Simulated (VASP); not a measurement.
Here is a VASP 6.6.1 calculation.

Contents of POSCAR:

```
InP3
1.0
    3.7245000000      2.1503410800      3.2950000000
   -3.7245000000      2.1503410800      3.2950000000
    0.0000000000     -4.3006821600      3.2950000000
In P
2 6
Direct
    0.2755000000      0.2755000000      0.2755000000
    0.7245000000      0.7245000000      0.7245000000
    0.7963000000      0.2414000000      0.7963000000
    0.7963000000      0.7963000000      0.2414000000
    0.2414000000      0.7963000000      0.7963000000
    0.2037000000      0.7586000000      0.2037000000
    0.7586000000      0.2037000000      0.2037000000
    0.2037000000      0.2037000000      0.7586000000
```

File INCAR.step1:

```
SYSTEM = InP3
PREC = Accurate ; ENCUT = 600
ISMEAR = -1 ; SIGMA = 0.1
LREAL = .False. ; LASPH = .True.
NELM = 100 ; GGA = PE
ALGO = Normal ; EDIFF = 1E-4
LWAVE = .True. ; LCHARG = .False.
KPAR = 4
```

The input INCAR.step2:

```
SYSTEM = InP3
PREC = Accurate ; ENCUT = 600
EDIFF = 1E-6 ; ISMEAR = -1
SIGMA = 0.1 ; LREAL = .False.
LASPH = .True. ; NELM = 100
ALGO = Normal ; ISIF = 3
LWAVE = .False. ; LCHARG = .False.
METAGGA = R2SCAN ; LMIXTAU = .True.
IBRION = 2 ; NSW = 80
EDIFFG = -0.01 ; ISTART = 1
KPAR = 4
```

The input KPOINTS:

```
Automatic mesh
0
Gamma
  6 6 6
  0 0 0
```

Potentials or basis: VASP PAW PBE potentials, release 64 (In_d, P).

Run with:

```sh
$ cat potpaw_PBE.64/In_d/POTCAR potpaw_PBE.64/P/POTCAR > POTCAR
$ cp INCAR.step1 INCAR
$ mpirun -np 4 vasp_std > vasp.out
$ cp INCAR.step2 INCAR
$ mpirun -np 4 vasp_std > vasp.out
```

**Question.** What does it give for the band gap on the k mesh?

**Answer.** Zero (bands 28 and 29 overlap by 0.33 eV).

**Question.** Estimate the relaxed volume.

**Answer.** 20.40 Å³/atom.

**Question.** Predict the space group after relaxing (to 0.1 Å).

**Answer.** R-3m (No. 166).

**Question.** What does it give for the relaxed cell?

**Answer.** a = 5.477 Å, b = 5.477 Å, c = 5.477 Å, α = 86.14°, β = 86.14°, γ = 86.14°.

The path:
```
step  energy change (eV)  largest force (eV/Å)  pressure (GPa)  volume (Å³)
   1              0.0000                0.1706            1.28       158.34
   2             -0.0197                0.1879           -0.32       162.00
   3             -0.0198                0.1890           -0.41       162.21
   4             -0.0277                0.0590            0.10       162.61
   5             -0.0277                0.0594            0.07       162.59
   6             -0.0296                0.0547            0.01       162.85
   7             -0.0309                0.0504           -0.05       163.21
   8             -0.0311                0.0461           -0.09       163.39
   9             -0.0324                0.0555            0.02       163.23
  10             -0.0329                0.0615            0.12       163.08
  11             -0.0333                0.0424           -0.22       163.55
  12             -0.0334                0.0436           -0.12       163.41
  13             -0.0340                0.0037           -0.04       163.18
```

Caveat: semilocal functionals underestimate gaps, and a narrow one can read as zero; the PAW data sets were made with another functional, which shifts forces and pressure a little; spin-orbit coupling is left out, which moves the levels of the heavy elements. Zero-point motion and thermal expansion aren't in these numbers.
